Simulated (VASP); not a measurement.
**CdS: single point with PBE-based screened hybrid with 10 % exact exchange**

CdS:

```
Cd S
1.0
     0.00000    2.91650    2.91650
     2.91650    0.00000    2.91650
     2.91650    2.91650    0.00000
Cd S
1 1
Cartesian
  0.0000 0.0000 0.0000
  4.3748 4.3748 4.3748
```

```json
{
 "Program": "VASP 6.6.1",
 "Task": "single point",
 "Functional": "PBE-based screened hybrid with 10 % exact exchange",
 "Potentials or basis": "VASP PAW PBE potentials, release 64 (Cd, S)",
 "Cutoff": "520 eV",
 "k mesh": "4 × 4 × 4",
 "Occupations": "fermi-dirac, width 0.05 eV",
 "Spin": "no spin polarisation"
}
```

| Property | Result |
| --- | --- |
| Pressure | 2.8 GPa |
| Band gap on the k mesh | 1.55 eV |

Levels at points of the mesh, in eV from the valence-band top:
```csv
k point,band 6,band 7,band 8,band 9,band 10,band 11,band 12,band 13
"(0.00, 0.00, 0.00)",-7.72,0.00,0.00,0.00,1.55,7.00,7.00,7.00
"(0.50, 0.00, 0.00)",-7.32,-4.53,-0.77,-0.77,3.45,7.46,7.46,7.97
"(0.50, 0.50, 0.00)",-7.25,-4.07,-1.94,-1.94,3.90,4.79,9.77,11.38
```

Run time: 8.8 min on 1 thread of Intel Xeon 8259CL (shared host), peak memory 0.28 GiB.

Caveat: the k points lie up to 0.47 Å⁻¹ apart; the PAW data sets were made with another functional, which shifts forces and pressure a little.
